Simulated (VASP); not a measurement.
LiNbO3, 10 atoms in the cell. The structure is trigonal, space group R3c (No. 161). The conventional cell has a = 5.116 Å, b = 5.116 Å, c = 13.839 Å, α = 90.00°, β = 90.00°, γ = 120.00°. Li (site symmetry 3) has 6 O at 2.03 to 2.23 Å within 2.7 Å. Within 2.5 Å of Nb (site symmetry 3) lie 6 O at 1.88 to 2.13 Å. O (site symmetry 1) has 2 Nb at 1.88 to 2.13 Å and 2 Li at 2.03 to 2.23 Å within 2.5 Å. 

```yaml
Program: VASP 6.6.1
Task: single point
Functional: r2SCAN
Dispersion: rVV10
Potentials_or_basis: VASP PAW PBE potentials, release 64 (Li_sv, Nb_sv, O)
Cutoff: 520 eV
k_mesh: 8 × 8 × 8
Occupations: fermi-dirac, width 0.03 eV
Spin: no spin polarisation
Dipole_correction: no
Further_INCAR_settings: ALGO = Normal; EDIFF = 1e-06; NBANDS = 45
```

Potentials or basis: VASP PAW PBE potentials, release 64 (Li_sv, Nb_sv, O).

Run with:

```bash
$ cat potpaw_PBE.64/Li_sv/POTCAR potpaw_PBE.64/Nb_sv/POTCAR potpaw_PBE.64/O/POTCAR > POTCAR
$ cp INCAR.step1 INCAR
$ mpirun -np 1 vasp_std > vasp.out
$ cp INCAR.step2 INCAR
$ mpirun -np 1 vasp_std > vasp.out
```

Hardware: 1 thread of Intel(R) Xeon(R) Platinum 8488C (Sapphire Rapids) (shared host).

Problem. Estimate the wall time of this run.

Solution. Run time: 32 min on 1 thread of Intel(R) Xeon(R) Platinum 8488C (Sapphire Rapids), with other jobs on the host, peak memory 0.7 GiB. Counts: k points 65.
